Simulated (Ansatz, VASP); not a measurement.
**One calculation of HfS2, two programs**

```
S Hf
1.0
     3.69100    0.00000    0.00000
    -1.84550    3.19650    0.00000
     0.00000    0.00000   31.82470
S Hf
2 1
Cartesian
  1.8455 1.0655 14.4194
  0.0000 2.1310 17.4054
  0.0000 0.0000 15.9124
```

Alike in both runs: task single point; functional PBE; dispersion D3(BJ); k mesh 9 × 9 × 1; occupations gaussian, width 0.02 eV; no spin polarisation.

|  | VASP | Ansatz |
| --- | --- | --- |
| version | VASP 6.6.1 | Ansatz 0.2.0 |
| potentials or method | VASP PAW PBE potentials, release 64 (S, Hf_pv), cutoff 400 eV | scalar-relativistic, plane waves, PAW |
| valence electrons in the cell | 22 | 38 |

|  | VASP | Ansatz | Ansatz less VASP |
| --- | --- | --- | --- |
| gap on the k mesh at the Fermi level (eV) | 1.28 | 1.27 | -0.007 |
| least direct gap on the mesh (eV) | 2.08 | 2.07 | -0.009 |
| rms of the force components (eV/Å) | 0.394 | 0.365 | -0.0298 |

VASP's potentials hold 22 valence electrons a cell and Ansatz's 38, so a difference there can come from the potentials and not from the codes.

Neither program's run includes spin-orbit coupling.
